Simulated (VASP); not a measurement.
# P: single point with PBE

The system is P.

```xyz
3
Lattice="3.3817 0.0000 0.0000 -1.6908 2.9286 0.0000 0.0000 0.0000 5.1898" Properties=species:S:1:pos:R:3 pbc="T T T"
P     0.0000    1.9524    2.4636
P     0.0000    0.0000    3.9751
P     0.0000    0.0000    0.9523
```

The cell was generated, and may not be a known phase.

| Property | Result |
| --- | --- |
| Program | VASP 6.6.1 |
| Task | single point |
| Functional | PBE |
| Potentials or basis | VASP PAW PBE potentials, release 64 (P) |
| Cutoff | 520 eV |
| k mesh | 6 × 6 × 4 |
| Occupations | gaussian, width 0.1 eV |
| Spin | no spin polarisation |

The pressure is -0.2 GPa and the largest force is 0.026 eV/Å. The band gap on the k mesh is zero (an odd number of electrons rules out a gap without spin polarisation).

Forces in eV/Å, atoms in the order of the input:
```
P    0.000  0.000  0.000
P    0.000  0.000  0.025
P    0.000  0.000 -0.026
```

Stress tensor (GPa, compression positive):
```
-0.15  0.00  0.00
 0.00 -0.15  0.00
 0.00  0.00 -0.34
```

Levels at points of the mesh, in eV from the Fermi level:
```csv
k point,band 4,band 5,band 6,band 7,band 8,band 9,band 10,band 11,band 12,band 13
"(0.00, 0.00, 0.00)",-1.72,-1.72,0.42,1.67,1.67,2.42,2.42,2.81,4.20,6.43
"(0.50, 0.00, 0.00)",-7.11,-4.75,-3.70,-2.64,0.78,0.86,2.39,3.94,5.65,6.51
"(0.00, 0.00, 0.50)",-3.77,-1.24,-1.24,0.29,0.29,1.90,2.88,2.88,4.57,7.29
"(0.50, 0.00, 0.50)",-6.31,-3.23,-2.55,-1.32,-1.20,1.20,1.46,3.10,5.37,5.94
```

Wall time 27 s on 1 thread of Oxide Virtual Turin-like Processor, on a shared host, peak memory 0.13 GiB.
